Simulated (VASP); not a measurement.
Crystal: Lu.

```
Lu
1.0
     0.00000    3.41482    3.41482
     3.41482    0.00000    3.41482
     3.41482    3.41482    0.00000
Lu
2
Direct
  0.12500 0.12500 0.12500
  0.87500 0.87500 0.87500
```

This isn't the form of Lu at room conditions, which is hcp.

* Program: VASP 6.6.1
* Task: relaxation of cell and atoms
* Functional: BLYP
* Potentials or basis: VASP PAW PBE potentials, release 64 (Lu)
* Cutoff: 600 eV
* k mesh: 8 × 8 × 8
* Occupations: fermi-dirac, width 0.1 eV
* Spin: no spin polarisation

At the start: pressure 4.3 GPa; volume 39.82 Å³/atom.

Q: How do energy, volume and symmetry change on relaxing?

A: Over 5 steps the energy falls by 190.8 meV/atom and the volume is 55.36 Å³/atom (+39.0 %); space group Fd-3m (No. 227, to 0.1 Å) before and after.

Step by step:
```tsv
step	energy change (eV)	largest force (eV/Å)	pressure (GPa)	volume (Å³)
1	0.0000	0.0000	4.33	79.64
2	-0.2640	0.0000	2.14	92.70
3	-0.3805	0.0000	-0.23	112.45
4	-0.3814	0.0000	0.04	110.04
5	-0.3815	0.0000	0.02	110.72
```

Final structure:
```xyz
2
Lattice="0.0000 3.8112 3.8112 3.8112 0.0000 3.8112 3.8112 3.8112 0.0000" Properties=species:S:1:pos:R:3 pbc="T T T"
Lu    0.9528    0.9528    0.9528
Lu    6.6696    6.6696    6.6696
```

Caveat: the volume moved by over 15 % at a fixed basis, so the end points are rough; the PAW data sets were made with another functional, which shifts forces and pressure a little.
